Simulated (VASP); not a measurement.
Write the native input for VASP 6.6.1 that does the following.

```
Task                   : single point
Functional             : PBE exchange alone
Potentials or basis    : VASP PAW PBE potentials, release 64 (Pb_d, Se)
Cutoff                 : 520 eV
k mesh                 : 8 × 8 × 8
Occupations            : fermi-dirac, width 0.05 eV
Spin                   : no spin polarisation
Dipole correction      : no
Further INCAR settings : ALGO = Normal; EDIFF = 1e-06; NBANDS = 17
```

The structure of PbSe (Clausthalite) lies in POSCAR:

```
PbSe
1.0
    0.0000000000      3.0401081059      3.0401081059
    3.0401081059      0.0000000000      3.0401081059
    3.0401081059      3.0401081059      0.0000000000
Pb Se
1 1
Direct
    0.0000000000      0.0000000000      0.0000000000
    0.5000000000      0.5000000000      0.5000000000
```

The input as run:

INCAR

```
PREC = Accurate
ENCUT = 520
EDIFF = 1E-6
ISMEAR = -1
SIGMA = 0.05
LREAL = F
LASPH = T
NELM = 60
ALGO = Normal
ISIF = 2
LWAVE = F
LCHARG = F
GGA = PE
ALDAC = 0.0
AGGAC = 0.0
NBANDS = 17
```

KPOINTS

```
regular mesh
0
Gamma
  8 8 8
```

Potentials or basis: VASP PAW PBE potentials, release 64 (Pb_d, Se).

The run is started by

```bash
$ cat potpaw_PBE.64/Pb_d/POTCAR potpaw_PBE.64/Se/POTCAR > POTCAR
$ mpirun -np 1 vasp_std > vasp.out
```

Results of the run:

The pressure is 13.0 GPa and the band gap on the k mesh is 0.36 eV, direct.

Caveat: spin-orbit coupling is left out, which moves the levels of the heavy elements.

It took 15 s on 1 thread of Intel Xeon 6975P-C, with other jobs on the host, peak memory 0.18 GiB.
